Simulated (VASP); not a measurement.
# FeO (R-3m) in VASP: notebook

FeO is run at these levels: PBEsol, r2SCAN, LDA; tasks: single point.

Everything below comes from runs of VASP 6.6.1. Logs are shortened: lines on timing, memory, paths and dates and some standing lists are left out, and cuts for length are marked.

### 1 The cell of the first run

It takes space group R-3m (No. 166, trigonal). Conventional cell: a = 3.038 Å, b = 3.038 Å, c = 7.408 Å, α = 90.00°, β = 90.00°, γ = 120.00°. Fe (site symmetry -3m) has 6 O at 2.14 Å within 2.8 Å. O (site symmetry -3m) has 6 Fe at 2.14 Å within 2.8 Å.

### 2 Single point, PBEsol, collinear spin, ferromagnetic start

INCAR reads:

```
ALGO = Normal ; EDIFF = 1E-6
ENCUT = 520 ; GGA = PS
ISIF = 2 ; ISMEAR = -1
ISPIN = 2 ; LASPH = True
LCHARG = False ; LMAXMIX = 4
LORBIT = 11 ; LREAL = False
LWAVE = False ; MAGMOM = 3 0
NBANDS = 18 ; NELM = 150
PREC = Accurate ; SIGMA = 0.05
```

KPOINTS reads:

```
k-points
0
Gamma
  11 11 11
```

POSCAR reads:

```
FeO
1.0
    1.5188209023      0.8768916568      2.4691857389
   -1.5188209023      0.8768916568      2.4691857389
    0.0000000000     -1.7537833136      2.4691857389
Fe O
1 1
Direct
    0.0000000000      0.0000000000      0.0000000000
    0.5000000000      0.5000000000      0.5000000000
```

Potentials or basis: VASP PAW PBE potentials, release 64 (Fe, O).

The run is started by

```bash
> cat potpaw_PBE.64/Fe/POTCAR potpaw_PBE.64/O/POTCAR > POTCAR
> mpirun -np 1 vasp_std > vasp.out
```

OUTCAR:

```text
EDIFF = 1E-6
   ENCUT = 520
   GGA = PS
   ISIF = 2
   ISMEAR = -1
   ISPIN = 2
   LASPH = True
   LORBIT = 11
   LREAL = False
   NELM = 150
   PREC = Accurate

 ion  position               nearest neighbor table
   1  0.000  0.000  0.000-   2 2.14   2 2.14   2 2.14   2 2.14   2 2.14   2 2.14
   2  0.500  0.500  0.500-   1 2.14   1 2.14   1 2.14   1 2.14   1 2.14   1 2.14

  LATTYP: Found a trigonal (rhomboedric) cell.
 ALAT       =     3.0286356869
 COS(alpha) =     0.4970219237

  Lattice vectors:

 A1 = (   1.5188209023,   0.8768916568,   2.4691857389)
 A2 = (  -1.5188209023,   0.8768916568,   2.4691857389)
 A3 = (   0.0000000000,  -1.7537833136,   2.4691857389)

Analysis of symmetry for initial positions (statically):
=====================================================================
 Subroutine PRICEL returns:
 Original cell was already a primitive cell.

 Routine SETGRP: Setting up the symmetry group for a
 trigonal (rhombohedral) supercell.

 Subroutine GETGRP returns: Found 12 space group operations
 (whereof 12 operations were pure point group operations)
 out of a pool of 12 trial point group operations.

The static configuration has the point symmetry D_3d.

Analysis of symmetry for dynamics (positions and initial velocities):
=====================================================================
 Subroutine PRICEL returns:
 Original cell was already a primitive cell.

 Routine SETGRP: Setting up the symmetry group for a
 trigonal (rhombohedral) supercell.

 Subroutine GETGRP returns: Found 12 space group operations
 (whereof 12 operations were pure point group operations)
 out of a pool of 12 trial point group operations.

The dynamic configuration has the point symmetry D_3d.

Analysis of structural, dynamic, and magnetic symmetry:
=====================================================================
 Subroutine PRICEL returns:
 Original cell was already a primitive cell.

 Routine SETGRP: Setting up the symmetry group for a
 trigonal (rhombohedral) supercell.

 Subroutine GETGRP returns: Found 12 space group operations
 (whereof 12 operations were pure point group operations)
 out of a pool of 12 trial point group operations.

The overall configuration has the point symmetry D_3d.

 Subroutine INISYM returns: Found 12 space group operations
 (whereof 12 operations are pure point group operations),
 and found     1 'primitive' translations

----------------------------------------------------------------------------------------

                                     Primitive cell

  volume of cell :      19.7314

  direct lattice vectors                    reciprocal lattice vectors
     1.518820902  0.876891657  2.469185739     0.329202738  0.190065290  0.134997270
    -1.518820902  0.876891657  2.469185739    -0.329202738  0.190065290  0.134997270
     0.000000000 -1.753783314  2.469185739     0.000000000 -0.380130579  0.134997270

  length of vectors
     3.028635687  3.028635687  3.028635687     0.403390035  0.403390035  0.403390035

  position of ions in fractional coordinates (direct lattice)
     0.000000000  0.000000000  0.000000000
     0.500000000  0.500000000  0.500000000

  ion indices of the primitive-cell ions
   primitive index   ion index
                 1           1
                 2           2

----------------------------------------------------------------------------------------

 KPOINTS: k-points

Automatic generation of k-mesh.
 Grid dimensions read from file:
 generate k-points for:   11   11   11

 Generating k-lattice:

  Cartesian coordinates                     Fractional coordinates (reciprocal lattice)
     0.029927522  0.017278663  0.012272479     0.090909091  0.000000000 -0.000000000
    -0.029927522  0.017278663  0.012272479     0.000000000  0.090909091 -0.000000000
     0.000000000 -0.034557325  0.012272479    -0.000000000 -0.000000000  0.090909091

  Length of vectors
     0.036671821  0.036671821  0.036671821

  Shift w.r.t. Gamma in fractional coordinates (k-lattice)
     0.000000000  0.000000000  0.000000000

 Subroutine IBZKPT returns following result:
 ===========================================

 Found    146 irreducible k-points:

 Following reciprocal coordinates:
            Coordinates               Weight
  0.000000  0.000000  0.000000      1.000000
  0.090909  0.000000  0.000000      6.000000
  0.181818  0.000000  0.000000      6.000000
  0.272727  0.000000  0.000000      6.000000
  0.363636  0.000000 -0.000000      6.000000
  0.454545  0.000000  0.000000      6.000000
[... 16 lines left out ...]
 -0.272727  0.181818 -0.000000     12.000000
 -0.181818  0.181818  0.000000      6.000000
 [... further k-points ...]
   k-points           NKPTS =    146   k-points in BZ     NKDIM =    146   number of bands    NBANDS=     18
   number of dos      NEDOS =    301   number of ions     NIONS =      2
   total plane-waves  NPLWV =  13824
   dimension x,y,z NGX =    24 NGY =   24 NGZ =   24
   dimension x,y,z NGXF=    48 NGYF=   48 NGZF=   48
   ions per type =               1   1
   NGX,Y,Z   is equivalent  to a cutoff of  13.17, 13.17, 13.17 a.u.
   NGXF,Y,Z  is equivalent  to a cutoff of  26.35, 26.35, 26.35 a.u.
 SYSTEM =  unknown system
   PREC   = accura    normal or accurate (medium, high low for compatibility)
   ISTART =      0    job   : 0-new  1-cont  2-samecut
   ICHARG =      2    charge: 1-file 2-atom 10-const
   ISPIN  =      2    spin polarized calculation?
   LNONCOLLINEAR =      F non collinear calculations
   LSORBIT =      F    spin-orbit coupling
   LASPH  =      T    aspherical Exc in radial PAW
   ENCUT  =  520.0 eV  38.22 Ry    6.18 a.u.   5.63  5.63  5.63*2*pi/ulx,y,z
   NELM   =    150;   NELMIN=  2; NELMDL= -5     # of ELM steps
   EDIFF  = 0.1E-05   stopping-criterion for ELM
   LREAL  =      F    real-space projection
   EDIFFG = 0.1E-04   stopping-criterion for IOM
   NSW    =      0    number of steps for IOM
   IBRION =     -1    ionic relax: 0-MD 1-quasi-New 2-CG
   NFREE  =      0    steps in history (QN), initial steepest desc. (CG)
   ISIF   =      2    stress and relaxation
   ISYM   =      2    0-nonsym 1-usesym 2-fastsym
   POTIM  = 0.5000    time-step for ionic-motion
   TEBEG  =    0.0;   TEEND  =   0.0 temperature during run
   PSTRESS=    0.0 pullay stress
   NELECT =      14.0000    total number of electrons
   NUPDOWN=      -1.0000    fix difference up-down
   EMIN   =  10.00;   EMAX   =-10.00  energy-range for DOS
   EFERMI =   0.00;   METHOD = LEGACY
   ISMEAR =    -1;   SIGMA  =   0.05  broadening in eV -4-tet -1-fermi 0-gaus
   EFERMI_NEDOS =   21; number of points for ismear=-14 and -15
   IALGO  =     38    algorithm
   IMIX   =      4    mixing-type and parameters
     AMIX     =   0.40;   BMIX     =  1.00
     AMIX_MAG =   1.60;   BMIX_MAG =  1.00
  volume/ion in A,a.u.               =       9.87        66.58
  Fermi-wavevector in a.u.,A,eV,Ry     =   1.460153  2.759289 29.008254  2.132047
  Thomas-Fermi vector in A             =   2.576636
   LORBIT       =     11    0 simple, 1 ext, 2 COOP (PROOUT), +10 PAW based schemes
   GGA     = PS    functional components
   LHFCALC =     F    Hartree Fock is set to
   AEXX    =    0.0000 exact exchange contribution
   IVDW    =     0    specifies the selected vdW correction
   LEPSILON=     F    determine dielectric tensor
   LRPA    =     F    only Hartree local field effects (RPA)
 spin polarized calculation
  energy-cutoff  :      520.00
  volume of cell :       19.73
 maximum number of plane-waves:       542
   NGX = 11   NGY = 11   NGZ = 11

 number of electron      13.9999997 magnetization       3.9999333

 Free energy of the ion-electron system (eV)
  ---------------------------------------------------
  ext. energy  EPLUGINS =         0.00000000
  ---------------------------------------------------
  free energy    TOTEN  =       -15.85650942 eV

  energy without entropy =      -15.84501258  energy(sigma->0) =      -15.85076100

 E-fermi :   6.2297     XC(G=0): -12.4940

 val. band max:        6.2250182309   @ k =  -0.2727   0.1818  -0.0000
 cond. band min:       6.2330560385   @ k =  -0.3636   0.3636   0.2727
 fundamental gap:      0.0080378077
 Fermi energy:         6.2297301557

 spin component 1

 k-point     1 :       0.0000    0.0000    0.0000
  band No.  band energies     occupation
      1     -14.5856      1.00000
      2       2.3305      1.00000
      3       2.3305      1.00000
      4       2.3308      1.00000
      5       2.3308      1.00000
      6       2.3499      1.00000
[... 10 lines left out ...]
     17      27.0646      0.00000
     18      30.0124      0.00000
[... 463 lines left out ...]
 k-point    24 :      -0.1818    0.1818    0.0000
  band No.  band energies     occupation
      1     -13.8482      1.00000
      2      -1.1944      1.00000
      3      -0.0508      1.00000
      4       0.4081      1.00000
      5       2.7100      1.00000
      6       3.0083      1.00000
[... 10 lines left out ...]
     17      32.7802      0.00000
     18      34.5338      0.00000

 [... further k-points ...]

 spin component 2

 k-point     1 :       0.0000    0.0000    0.0000
  band No.  band energies     occupation
      1     -14.0202      1.00000
      2       2.9317      1.00000
      3       2.9317      1.00000
      4       2.9609      1.00000
      5       5.4601      1.00000
      6       5.4601      1.00000
[... 10 lines left out ...]
     17      28.6115      0.00000
     18      31.1462      0.00000
[... 463 lines left out ...]
 k-point    24 :      -0.1818    0.1818    0.0000
  band No.  band energies     occupation
      1     -13.2715      1.00000
      2      -0.2909      1.00000
      3       1.4442      1.00000
      4       1.4687      1.00000
      5       5.9733      0.99411
      6       6.1938      0.67238
[... 10 lines left out ...]
     17      33.5951      0.00000
     18      35.3579      0.00000

 [... further k-points ...]

------------------------ aborting loop because EDIFF is reached ----------------------------------------

  FORCE on cell =-STRESS in cart. coord.  units (eV):
  Direction    XX          YY          ZZ          XY          YZ          ZX
  --------------------------------------------------------------------------------------
  -------------------------------------------------------------------------------------
  Total       -0.7084827     -0.7084827     -0.6741530      0.0000000      0.0000000      0.0000000
  in kB      -57.5284003    -57.5284003    -54.7408475      0.0000000      0.0000000      0.0000000
  external PRESSURE =     -56.5992160 kB  Pullay stress =       0.0000000 kB

 VOLUME and BASIS-vectors are now :
 -----------------------------------------------------------------------------
  energy-cutoff  :      520.00
  volume of cell :       19.73
      direct lattice vectors                 reciprocal lattice vectors
     1.518820902  0.876891657  2.469185739     0.329202738  0.190065290  0.134997270
    -1.518820902  0.876891657  2.469185739    -0.329202738  0.190065290  0.134997270
     0.000000000 -1.753783314  2.469185739     0.000000000 -0.380130579  0.134997270

 POSITION                                       TOTAL-FORCE (eV/Angst)
 -----------------------------------------------------------------------------------
      0.00000      0.00000      0.00000        -0.000000     -0.000000      0.000000
      0.00000      0.00000      3.70378         0.000000      0.000000     -0.000000
 -----------------------------------------------------------------------------------
    total drift:                               -0.000000      0.000000     -0.000000

  FREE ENERGIE OF THE ION-ELECTRON SYSTEM (eV)
  ---------------------------------------------------
  free  energy   TOTEN  =       -15.8565094167 eV

  energy  without entropy=      -15.8450125813  energy(sigma->0) =      -15.85076100

 total charge

# of ion       s       p       d       tot
------------------------------------------
    1        0.296   0.374   6.096   6.767
    2        1.551   3.423   0.000   4.974
--------------------------------------------------
tot          1.847   3.797   6.096  11.741

 magnetization (x)

# of ion       s       p       d       tot
------------------------------------------
    1        0.026   0.021   3.561   3.608
    2        0.031   0.276   0.000   0.306
--------------------------------------------------
tot          0.057   0.297   3.561   3.915
```

Wall time 2.4 min (1 thread of AMD EPYC 7R43 (Zen 3), shared host); peak memory 0.17 GiB.

What came out:

- Free energy: -15.8565 eV
- Pressure: -5.7 GPa
- Band gap on the k mesh: zero (filled and empty bands overlap)
- Net moment: 4.00 μB per cell
- Site moments: Fe +3.61; O +0.31 μB
- Valence electrons inside the program's atomic spheres: Fe 6.77; O 4.97

Stress tensor (GPa, compression positive):
```
-5.75  0.00  0.00
 0.00 -5.75  0.00
 0.00  0.00 -5.47
```

Caveat: the cell stands under tension; the PAW data sets were made with another functional, which shifts forces and pressure a little; a cell with one magnetic atom can't hold antiferromagnetic order, which such compounds often take; semilocal functionals often make such compounds metallic where correlation or magnetic order opens a gap, which also shifts bond lengths.

[end of part 1 of 2]
